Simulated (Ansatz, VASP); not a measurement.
CaSe: VASP beside Ansatz

INCAR

```
SYSTEM = CaSe
PREC = Accurate
ENCUT = 600
EDIFF = 1E-7
ISMEAR = 0
SIGMA = 0.05
LREAL = .FALSE.
LASPH = .TRUE.
NELM = 60
ALGO = Normal
ISIF = 3
LWAVE = .FALSE.
LCHARG = .FALSE.
GGA = B5
ALDAX = 1.0
AGGAX = 1.0
AGGAC = 1.0
ALDAC = 0.0
IVDW = 13
VDW_S6 = 1.0
VDW_S8 = 2.34076671
VDW_A1 = 0.44488865
VDW_A2 = 4.0933009
IBRION = 2
NSW = 80
EDIFFG = -0.005
```

File KPOINTS:

```
regular mesh
0
G
  7 7 7
  0 0 0
```

File POSCAR:

```
CaSe
1.0
    0.0000000000      3.3000000000      3.3000000000
    3.3000000000      0.0000000000      3.3000000000
    3.3000000000      3.3000000000      0.0000000000
Se Ca
1 1
Direct
    0.2500000000      0.2500000000      0.2500000000
    0.0000000000      0.0000000000      0.0000000000
```

File input.yaml:

```yaml
crystal:
  lattice:
    - [0.0, 3.3, 3.3]
    - [3.3, 0.0, 3.3]
    - [3.3, 3.3, 0.0]
  atoms:
    - { symbol: Se, position: [0.25, 0.25, 0.25] }
    - { symbol: Ca, position: [0.0, 0.0, 0.0] }
kpoints:
  mp_grid: { grid: [7, 7, 7] }
scf:
  occupations: { method: gaussian, width: 0.05 }
hamiltonian:
  xc: blyp
  dispersion: d4
  pseudopotentials: { kind: all_electron, lapw: { basis_error: 0.001 } }
output:
  forces: true
  stress: true
relax:
  f_tol: 0.005
  max_steps: 60
  cell: {}
```

Alike in both runs: task relaxation of cell and atoms; functional BLYP; dispersion D4; k mesh 7 × 7 × 7; occupations gaussian, width 0.05 eV; no spin polarisation.

|  | VASP | Ansatz |
| --- | --- | --- |
| version | VASP 6.6.1 | Ansatz 0.2.0 |
| potentials or method | VASP PAW PBE potentials, release 64 (Se, Ca_sv), cutoff 600 eV | all-electron LAPW, scalar-relativistic |

VASP gave:

```
relaxed volume (Å³/atom)                                     : 34.71
relaxed cell length with the largest relative difference (Å) : 4.613
```

Question: Which values does Ansatz return?

Answer: Relaxed volume (Å³/atom): 34.54; relaxed cell length with the largest relative difference (Å): 4.606.

VASP's potentials were made for PBE, not for BLYP. Ansatz ran all-electron here, and VASP with PAW potentials.
